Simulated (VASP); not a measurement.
# Li2LuSe2Cl (P4/mmm) in VASP: further runs

The runs below take Li2LuSe2Cl through single point, relaxation of cell and atoms, with PBE.

All numbers are computed with VASP 6.6.1; they aren't measurements. Logs are shortened: lines on timing, memory, paths and dates and some standing lists are left out, and cuts for length are marked.

### Step 1. The cell of the first run

The structure is tetragonal, space group P4/mmm (No. 123). Conventional cell: a = 4.830 Å, b = 4.830 Å, c = 3.491 Å, α = 90.00°, β = 90.00°, γ = 90.00°. Li (site symmetry mmm) has 2 Lu at 2.41 Å and 6 Se at 2.41 to 2.98 Å and 4 Cl at 2.98 Å within 3.2 Å. Lu (site symmetry 4/mmm) has 2 Cl at 1.75 Å within 2.3 Å. Se (site symmetry 4/mmm) has 2 Se at 1.75 Å within 2.3 Å. Within 2.3 Å of Se (site symmetry 4/mmm) lie 2 Se at 1.75 Å. Cl (site symmetry 4/mmm) has 2 Lu at 1.75 Å within 2.3 Å.

The cell was built from a structure type or drawn by symmetry, and may not be a known phase.

### Step 2. Single point, PBE

Input file INCAR:

```
PREC = Accurate
ENCUT = 520
EDIFF = 1E-6
ISMEAR = 0
SIGMA = 0.1
LREAL = F
LASPH = T
NELM = 60
ALGO = Normal
ISIF = 2
LWAVE = F
LCHARG = F
GGA = PE
NBANDS = 34
```

Input file KPOINTS:

```
regular mesh
0
Gamma
  4 4 6
```

Input file POSCAR:

```
Li2LuSe2Cl
1.0
    4.8295395300      0.0000000000      0.0000000000
    0.0000000000      4.8295395300      0.0000000000
    0.0000000000      0.0000000000      3.4911090900
Li Lu Se Cl
2 1 2 1
Direct
    0.0000000000      0.5000000000      0.5000000000
    0.5000000000      0.0000000000      0.5000000000
    0.5000000000      0.5000000000      0.5000000000
    0.0000000000      0.0000000000      0.5000000000
    0.0000000000      0.0000000000      0.0000000000
    0.5000000000      0.5000000000      0.0000000000
```

Potentials or basis: VASP PAW PBE potentials, release 64 (Li_sv, Lu, Se, Cl).

Launch:

```bash
cat potpaw_PBE.64/Li_sv/POTCAR potpaw_PBE.64/Lu/POTCAR potpaw_PBE.64/Se/POTCAR potpaw_PBE.64/Cl/POTCAR > POTCAR
mpirun -np 1 vasp_std > vasp.out
```

OUTCAR:

```text
PREC = Accurate
   ENCUT = 520
   EDIFF = 1E-6
   ISMEAR = 0
   LREAL = F
   LASPH = T
   NELM = 60
   ISIF = 2
   GGA = PE

 ion  position               nearest neighbor table
   1  0.000  0.500  0.500-   3 2.41   4 2.41   4 2.41   3 2.41
   2  0.500  0.000  0.500-   3 2.41   4 2.41   3 2.41   4 2.41
   3  0.500  0.500  0.500-   6 1.75   6 1.75   1 2.41   2 2.41   2 2.41   1 2.41
   4  0.000  0.000  0.500-   5 1.75   5 1.75   1 2.41   2 2.41   1 2.41   2 2.41
   5  0.000  0.000  0.000-   4 1.75   4 1.75
   6  0.500  0.500  0.000-   3 1.75   3 1.75

  LATTYP: Found a simple tetragonal cell.
 ALAT       =     4.8295395300
 C/A-ratio  =     0.7228658277

  Lattice vectors:

 A1 = (   4.8295395300,   0.0000000000,   0.0000000000)
 A2 = (   0.0000000000,   4.8295395300,   0.0000000000)
 A3 = (   0.0000000000,   0.0000000000,   3.4911090900)

Analysis of symmetry for initial positions (statically):
=====================================================================
 Subroutine PRICEL returns:
 Original cell was already a primitive cell.

 Routine SETGRP: Setting up the symmetry group for a
 simple tetragonal supercell.

 Subroutine GETGRP returns: Found 16 space group operations
 (whereof 16 operations were pure point group operations)
 out of a pool of 16 trial point group operations.

The static configuration has the point symmetry D_4h.

Analysis of symmetry for dynamics (positions and initial velocities):
=====================================================================
 Subroutine PRICEL returns:
 Original cell was already a primitive cell.

 Routine SETGRP: Setting up the symmetry group for a
 simple tetragonal supercell.

 Subroutine GETGRP returns: Found 16 space group operations
 (whereof 16 operations were pure point group operations)
 out of a pool of 16 trial point group operations.

The dynamic configuration has the point symmetry D_4h.

 Subroutine INISYM returns: Found 16 space group operations
 (whereof 16 operations are pure point group operations),
 and found     1 'primitive' translations

----------------------------------------------------------------------------------------

                                     Primitive cell

  volume of cell :      81.4282

  direct lattice vectors                    reciprocal lattice vectors
     4.829539530  0.000000000  0.000000000     0.207059078  0.000000000  0.000000000
     0.000000000  4.829539530  0.000000000     0.000000000  0.207059078  0.000000000
     0.000000000  0.000000000  3.491109090     0.000000000  0.000000000  0.286441923

  length of vectors
     4.829539530  4.829539530  3.491109090     0.207059078  0.207059078  0.286441923

  position of ions in fractional coordinates (direct lattice)
     0.000000000  0.500000000  0.500000000
     0.500000000  0.000000000  0.500000000
     0.500000000  0.500000000  0.500000000
     0.000000000  0.000000000  0.500000000
     0.000000000  0.000000000  0.000000000
     0.500000000  0.500000000  0.000000000

  ion indices of the primitive-cell ions
   primitive index   ion index
                 1           1
                 2           2
                 3           3
                 4           4
                 5           5
                 6           6

----------------------------------------------------------------------------------------

 KPOINTS: regular mesh

Automatic generation of k-mesh.
 Grid dimensions read from file:
 generate k-points for:    4    4    6

 Generating k-lattice:

  Cartesian coordinates                     Fractional coordinates (reciprocal lattice)
     0.051764769  0.000000000  0.000000000     0.250000000  0.000000000  0.000000000
     0.000000000  0.051764769  0.000000000     0.000000000  0.250000000  0.000000000
     0.000000000  0.000000000  0.047740320     0.000000000  0.000000000  0.166666667

  Length of vectors
     0.051764769  0.051764769  0.047740320

  Shift w.r.t. Gamma in fractional coordinates (k-lattice)
     0.000000000  0.000000000  0.000000000

 Subroutine IBZKPT returns following result:
[... 42 lines left out ...]
   NGX = 17   NGY = 17   NGZ = 13

 number of electron      50.0000001 magnetization

 Free energy of the ion-electron system (eV)
  ---------------------------------------------------
  ext. energy  EPLUGINS =         0.00000000
  ---------------------------------------------------
  free energy    TOTEN  =        14.86955353 eV

  energy without entropy =       14.89045260  energy(sigma->0) =       14.88000307

 E-fermi :   7.6070     XC(G=0): -11.0551

 val. band max:        7.6034803068   @ k =   0.5000   0.0000   0.0000
 cond. band min:       7.6759033191   @ k =   0.5000   0.5000   0.0000
 fundamental gap:      0.0724230123
 Fermi energy:         7.6069726086

 k-point     1 :       0.0000    0.0000    0.0000
  band No.  band energies     occupation
      1     -49.2062      2.00000
      2     -39.7399      2.00000
      3     -39.7377      2.00000
      4     -23.4945      2.00000
      5     -19.5431      2.00000
      6     -19.5431      2.00000
[... 26 lines left out ...]
     33      13.3777      0.00000
     34      13.3777      0.00000

 k-point     2 :       0.2500    0.0000    0.0000
  band No.  band energies     occupation
      1     -49.2059      2.00000
      2     -39.7406      2.00000
      3     -39.7385      2.00000
      4     -23.4943      2.00000
      5     -19.5422      2.00000
      6     -19.5358      2.00000
[... 26 lines left out ...]
     33      12.4251      0.00000
     34      13.1898      0.00000

 k-point     3 :       0.5000    0.0000    0.0000
  band No.  band energies     occupation
      1     -49.2056      2.00000
      2     -39.7416      2.00000
      3     -39.7388      2.00000
      4     -23.4942      2.00000
      5     -19.5414      2.00000
      6     -19.5284      2.00000
[... 26 lines left out ...]
     33      12.0381      0.00000
     34      13.0122      0.00000
[... 704 lines left out ...]
 k-point    23 :       0.5000    0.2500    0.5000
  band No.  band energies     occupation
      1     -49.1509      2.00000
      2     -39.7402      2.00000
      3     -39.7388      2.00000
      4     -24.8714      2.00000
      5     -19.4290      2.00000
      6     -19.4208      2.00000
[... 26 lines left out ...]
     33      13.2223      0.00000
     34      14.4241      0.00000

 k-point    24 :       0.5000    0.5000    0.5000
  band No.  band energies     occupation
      1     -49.1506      2.00000
      2     -39.7402      2.00000
      3     -39.7402      2.00000
      4     -24.8710      2.00000
      5     -19.4193      2.00000
      6     -19.4193      2.00000
[... 26 lines left out ...]
     33      13.7205      0.00000
     34      13.7206      0.00000

------------------------ aborting loop because EDIFF is reached ----------------------------------------

  FORCE on cell =-STRESS in cart. coord.  units (eV):
  Direction    XX          YY          ZZ          XY          YZ          ZX
  --------------------------------------------------------------------------------------
  -------------------------------------------------------------------------------------
  Total       12.2081932     12.2081932    216.4473625      0.0000000     -0.0000000      0.0000000
  in kB      240.2077999    240.2077999   4258.8075028      0.0000000     -0.0000000      0.0000000
  external PRESSURE =    1579.7410342 kB  Pullay stress =       0.0000000 kB

 VOLUME and BASIS-vectors are now :
 -----------------------------------------------------------------------------
  energy-cutoff  :      520.00
  volume of cell :       81.43
      direct lattice vectors                 reciprocal lattice vectors
     4.829539530  0.000000000  0.000000000     0.207059078  0.000000000  0.000000000
     0.000000000  4.829539530  0.000000000     0.000000000  0.207059078  0.000000000
     0.000000000  0.000000000  3.491109090     0.000000000  0.000000000  0.286441923

 POSITION                                       TOTAL-FORCE (eV/Angst)
 -----------------------------------------------------------------------------------
      0.00000      2.41477      1.74555         0.000000      0.000000      0.000000
      2.41477      0.00000      1.74555         0.000000      0.000000      0.000000
      2.41477      2.41477      1.74555         0.000000      0.000000      0.000000
      0.00000      0.00000      1.74555         0.000000      0.000000      0.000000
      0.00000      0.00000      0.00000         0.000000      0.000000      0.000000
      2.41477      2.41477      0.00000         0.000000      0.000000      0.000000
 -----------------------------------------------------------------------------------
    total drift:                                0.000000      0.000000      0.000000

  FREE ENERGIE OF THE ION-ELECTRON SYSTEM (eV)
  ---------------------------------------------------
  free  energy   TOTEN  =        14.8695535346 eV

  energy  without entropy=       14.8904525965  energy(sigma->0) =       14.88000307
```

Run time: 44 s. Hardware: 1 thread of AMD EPYC 9R45 (Zen 5), shared host; peak memory 0.2 GiB.

Results:

* Free energy: 14.8696 eV
* Band gap on the k mesh: zero (bands 25 and 26 overlap by 2.08 eV)

Caveat: the cutoff is under 1.25 times the usual one of these potentials, so pressure, stress and relaxed cells hold a basis-set (Pulay) error; atoms lie so close that the PAW spheres overlap strongly, which falsifies energies and pressures; spin-orbit coupling is left out, which moves the levels of the heavy elements.

### Step 3. Single point, PBE

This run uses another cell than the first one, of 28.82 Å³/atom.

Input file INCAR:

```
SYSTEM = Li2LuSe2Cl
ALGO = Normal
EDIFF = 1E-6
ENCUT = 520
GGA = PE
ISIF = 2
ISMEAR = 0
LASPH = .TRUE.
LCHARG = .TRUE.
LELF = .TRUE.
LREAL = .FALSE.
LVHAR = .TRUE.
LWAVE = .FALSE.
NBANDS = 34
NELM = 80
PREC = Accurate
SIGMA = 0.1
```

Input file KPOINTS:

```
k-points
0
G
  4 4 6
  0 0 0
```

Changes to POSCAR since step 2:

```diff
@@ -2,5 +2,5 @@
 1.0
-    4.8295395300      0.0000000000      0.0000000000
-    0.0000000000      4.8295395300      0.0000000000
-    0.0000000000      0.0000000000      3.4911090900
+    5.7501463441      0.0000000000      0.0000000000
+    0.0000000000      5.7501463441      0.0000000000
+    0.0000000000      0.0000000000      5.2303588920
 Li Lu Se Cl
```

Potentials or basis: VASP PAW PBE potentials, release 64 (Li_sv, Lu, Se, Cl).

Launch:

```bash
cat potpaw_PBE.64/Li_sv/POTCAR potpaw_PBE.64/Lu/POTCAR potpaw_PBE.64/Se/POTCAR potpaw_PBE.64/Cl/POTCAR > POTCAR
mpirun -np 1 vasp_std > vasp.out
```

Run time: 1.9 min. Hardware: 1 thread of AMD EPYC 9R45 (Zen 5), shared host; peak memory 0.36 GiB.

The run converged. Its results:

```
Free energy            : -18.5748 eV
Band gap on the k mesh : zero (bands 25 and 26 overlap by 0.37 eV)
```

Levels at points of the mesh, in eV from the Fermi level:
```
           k point  band 22  band 23  band 24  band 25  band 26  band 27  band 28  band 29
(0.00, 0.00, 0.00)    -3.27    -2.00    -0.14     0.09     0.09     0.80     0.88     0.88
(0.50, 0.00, 0.00)    -3.49    -0.69     0.01     0.09     0.46     0.64     0.93     1.10
(0.50, 0.50, 0.00)    -3.27    -1.91     0.05     0.05     0.24     0.47     0.47     0.48
(0.00, 0.00, 0.50)    -1.55    -1.02    -1.02    -0.81    -0.28     0.07     0.90     2.04
(0.50, 0.00, 0.50)    -1.54    -1.14    -0.78    -0.28    -0.20     0.59     0.89     1.53
(0.50, 0.50, 0.50)    -1.58    -1.21    -1.21    -0.73    -0.27     0.29     0.61     2.14
```

Caveat: the cutoff is under 1.25 times the usual one of these potentials, so pressure, stress and relaxed cells hold a basis-set (Pulay) error; spin-orbit coupling is left out, which moves the levels of the heavy elements.

### Step 4. Relaxation of cell and atoms, PBE

Input file INCAR:

```
ALGO = Normal
EDIFF = 1E-7
EDIFFG = -0.04
ENCUT = 600
GGA = PE
IBRION = 2
ISIF = 3
ISMEAR = 0
LASPH = True
LCHARG = False
LREAL = False
LWAVE = False
NELM = 80
NSW = 90
PREC = Accurate
SIGMA = 0.1
```

Input file KPOINTS:

```
k-points
0
Gamma
  4 4 6
```

Changes to POSCAR since step 3:

```diff
@@ -2,5 +2,5 @@
 1.0
-    5.7501463441      0.0000000000      0.0000000000
-    0.0000000000      5.7501463441      0.0000000000
-    0.0000000000      0.0000000000      5.2303588920
+    4.8295395300      0.0000000000      0.0000000000
+    0.0000000000      4.8295395300      0.0000000000
+    0.0000000000      0.0000000000      3.4911090900
 Li Lu Se Cl
```

Launch:

```bash
cat potpaw_PBE.64/Li_sv/POTCAR potpaw_PBE.64/Lu/POTCAR potpaw_PBE.64/Se/POTCAR potpaw_PBE.64/Cl/POTCAR > POTCAR
mpirun -np 1 vasp_std > vasp.out
```

Wall time 17 min (1 thread of AMD EPYC 9R45 (Zen 5), shared host); peak memory 0.25 GiB.

The run converged. Its results:

| Property | Result |
| --- | --- |
| Free energy | -18.1601 eV |
| Relaxed volume | 28.06 Å³/atom |
| Relaxed cell | a = 5.714 Å, b = 5.714 Å, c = 5.157 Å, α = 90.00°, β = 90.00°, γ = 90.00° |
| Space group after relaxing (to 0.1 Å) | P4/mmm (No. 123) |
| Energy gained by relaxing | 5504.2 meV/atom |
| Ionic steps | 15 |
| Pressure after relaxing | 0.0 GPa |
| Band gap on the k mesh | zero (bands 25 and 26 overlap by 0.32 eV) |

Step by step:
| step | energy change (eV) | largest force (eV/Å) | pressure (GPa) | volume (Å³) |
| --- | --- | --- | --- | --- |
| 1 | 0.0000 | 0.0000 | 157.96 | 81.43 |
| 2 | -9.5914 | 0.0000 | -23.12 | 269.08 |
| 3 | -29.3842 | 0.0000 | -1.09 | 157.91 |
| 4 | -30.0165 | 0.0000 | -0.28 | 151.42 |
| 5 | -30.9089 | 0.0000 | 18.70 | 115.17 |
| 6 | -31.5095 | 0.0000 | 3.75 | 134.32 |
| 7 | -31.6099 | 0.0000 | 11.91 | 121.50 |
| 8 | -31.7554 | 0.0000 | 7.36 | 127.30 |
| 9 | -31.7574 | 0.0000 | 7.99 | 126.34 |
| 10 | -32.7156 | 0.0000 | 3.35 | 144.34 |
| 11 | -32.9897 | 0.0000 | 1.21 | 159.09 |
| 12 | -33.0198 | 0.0000 | 0.57 | 165.43 |
| 13 | -33.0210 | 0.0000 | 0.44 | 167.03 |
| 14 | -33.0228 | 0.0000 | -0.31 | 169.37 |
| 15 | -33.0251 | 0.0000 | 0.00 | 168.36 |

Final structure:
```cif
data_structure
_symmetry_space_group_name_H-M 'P 1'
_symmetry_Int_Tables_number 1
_cell_length_a 5.7141
_cell_length_b 5.7141
_cell_length_c 5.1566
_cell_angle_alpha 90.000
_cell_angle_beta 90.000
_cell_angle_gamma 90.000
_cell_volume 168.36
loop_
_atom_site_label
_atom_site_type_symbol
_atom_site_fract_x
_atom_site_fract_y
_atom_site_fract_z
_atom_site_occupancy
Li1 Li 0.00000 0.50000 0.50000 1
Li2 Li 0.50000 0.00000 0.50000 1
Lu1 Lu 0.50000 0.50000 0.50000 1
Se1 Se 0.00000 0.00000 0.50000 1
Se2 Se 0.00000 0.00000 0.00000 1
Cl1 Cl 0.50000 0.50000 0.00000 1
```

Levels at points of the mesh, in eV from the Fermi level:
```
           k point  band 22  band 23  band 24  band 25  band 26  band 27  band 28  band 29
(0.00, 0.00, 0.00)    -3.43    -1.93    -0.04     0.08     0.08     0.68     0.75     0.75
(0.50, 0.00, 0.00)    -3.65    -0.77    -0.01     0.08     0.47     0.51     0.79     1.32
(0.50, 0.50, 0.00)    -3.37    -2.02     0.06     0.06     0.12     0.33     0.33     0.37
(0.00, 0.00, 0.50)    -1.50    -1.13    -1.13    -0.74    -0.23     0.19     0.80     1.90
(0.50, 0.00, 0.50)    -1.68    -1.26    -0.71    -0.29    -0.24     0.60     1.07     1.42
(0.50, 0.50, 0.50)    -1.70    -1.33    -1.33    -0.67    -0.24     0.18     0.52     2.14
```

Caveat: the cutoff is under 1.25 times the usual one of these potentials, so pressure, stress and relaxed cells hold a basis-set (Pulay) error; the volume moved by over 15 % at a fixed basis, so the end points are rough; spin-orbit coupling is left out, which moves the levels of the heavy elements.

### Step 5. Single point, PBE

This run uses another cell than the first one, of 29.01 Å³/atom.

Input file INCAR:

```
ALGO     = Normal         # electronic algorithm
EDIFF    = 1E-7           # SCF threshold, eV
ENCUT    = 520            # plane-wave cutoff, eV
GGA      = PE             # functional
ISIF     = 2              # what is computed and relaxed
ISMEAR   = 0              # smearing method
LASPH    = T              # aspherical terms in the spheres
LCHARG   = F              # write CHGCAR
LREAL    = F              # projectors in reciprocal space
LWAVE    = F              # write WAVECAR
NBANDS   = 34             # bands
NELM     = 100            # most SCF steps
PREC     = Accurate       # precision mode
SIGMA    = 0.1            # smearing width, eV
```

Input file KPOINTS:

```
k-points
0
Gamma
  8 8 8
```

Changes to POSCAR since step 4:

```diff
@@ -2,5 +2,5 @@
 1.0
-    4.8295395300      0.0000000000      0.0000000000
-    0.0000000000      4.8295395300      0.0000000000
-    0.0000000000      0.0000000000      3.4911090900
+    5.7780988821      0.0000000000      0.0000000000
+    0.0000000000      5.7780988821      0.0000000000
+    0.0000000000      0.0000000000      5.2131633070
 Li Lu Se Cl
```

Launch:

```bash
cat potpaw_PBE.64/Li_sv/POTCAR potpaw_PBE.64/Lu/POTCAR potpaw_PBE.64/Se/POTCAR potpaw_PBE.64/Cl/POTCAR > POTCAR
mpirun -np 1 vasp_std > vasp.out
```

Wall time 6.9 min (1 thread of AMD EPYC 9R45 (Zen 5), shared host); peak memory 0.59 GiB.

Results (log left out):

```
Free energy            : -18.5849 eV
Band gap on the k mesh : zero (bands 25 and 26 overlap by 0.40 eV)
```

Levels at points of the mesh, in eV from the Fermi level:
```tsv
k point	band 21	band 22	band 23	band 24	band 25	band 26	band 27	band 28	band 29	band 30
(0.00, 0.00, 0.00)	-3.29	-3.29	-2.01	-0.14	0.10	0.10	0.81	0.88	0.88	2.42
(0.50, 0.00, 0.00)	-4.04	-3.49	-0.71	0.03	0.10	0.45	0.64	0.92	1.07	1.67
(0.50, 0.50, 0.00)	-3.29	-3.29	-1.90	0.06	0.06	0.25	0.48	0.48	0.48	2.41
(0.00, 0.00, 0.50)	-2.95	-1.56	-1.05	-1.05	-0.82	-0.30	0.08	0.91	2.01	2.41
(0.50, 0.00, 0.50)	-3.00	-1.55	-1.16	-0.79	-0.30	-0.22	0.58	0.87	1.52	1.72
(0.50, 0.50, 0.50)	-3.05	-1.56	-1.23	-1.23	-0.75	-0.30	0.30	0.62	2.17	2.17
```

Caveat: the cutoff is under 1.25 times the usual one of these potentials, so pressure, stress and relaxed cells hold a basis-set (Pulay) error; spin-orbit coupling is left out, which moves the levels of the heavy elements.

### Step 6. The runs side by side

| task | cell | k mesh | cutoff (eV) | gap on the mesh (eV) |
| --- | --- | --- | --- | --- |
| single point | a = 4.830, b = 4.830, c = 3.491 Å, 6 atoms | 4 × 4 × 6 | 520 | none |
| single point | a = 5.750, b = 5.750, c = 5.230 Å, 6 atoms | 4 × 4 × 6 | 520 | none |
| relaxation of cell and atoms | relaxed from a = 4.830, b = 4.830, c = 3.491 Å, 6 atoms | 4 × 4 × 6 | 600 | none |
| single point | a = 5.778, b = 5.778, c = 5.213 Å, 6 atoms | 8 × 8 × 8 | 520 | none |

Alike in all rows: level PBE; potentials or basis VASP PAW PBE potentials, release 64 (Li_sv, Lu, Se, Cl); no spin polarisation; smearing gaussian 0.1 eV.

Caveats: the cutoff is under 1.25 times the usual one of these potentials, so pressure, stress and relaxed cells hold a basis-set (Pulay) error; spin-orbit coupling is left out, which moves the levels of the heavy elements; atoms lie so close that the PAW spheres overlap strongly, which falsifies energies and pressures (at least some runs); the volume moved by over 15 % at a fixed basis, so the end points are rough (at least some runs).

Absolute energies hang on the potentials; compare differences alone.
